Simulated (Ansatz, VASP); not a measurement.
## Two plane-wave programs on Zr

```
Zr
1.0
     3.18343    0.00000    0.00000
    -1.59172    2.75693    0.00000
     0.00000    0.00000   25.23525
Zr
5
Direct
  0.33333 0.66667 0.29720
  0.66667 0.33333 0.39860
  0.33333 0.66667 0.50000
  0.66667 0.33333 0.60140
  0.33333 0.66667 0.70280
```

Alike in both runs: task single point; functional PBEsol; k mesh 12 × 12 × 1; occupations gaussian, width 0.1 eV; no spin polarisation.

|  | VASP | Ansatz |
| --- | --- | --- |
| version | VASP 6.6.1 | Ansatz 0.2.0 |
| potentials or method | VASP PAW PBE potentials, release 64 (Zr_sv), cutoff 520 eV | scalar-relativistic, plane waves, PAW |
| valence electrons in the cell | 60 | 60 |

|  | VASP | Ansatz | Ansatz less VASP |
| --- | --- | --- | --- |
| gap on the k mesh at the Fermi level (eV) | none | none | - |
| rms of the force components (eV/Å) | 0.317 | 0.317 | +0.0002 |

VASP's potentials were made for PBE, not for PBEsol. Atom by atom the forces differ by 0.001 eV/Å (rms over components). A gap of «none» marks a metal or a gap that the smearing closes. Ansatz's warnings: vacuum density over bound, xc potential rough in thin density.
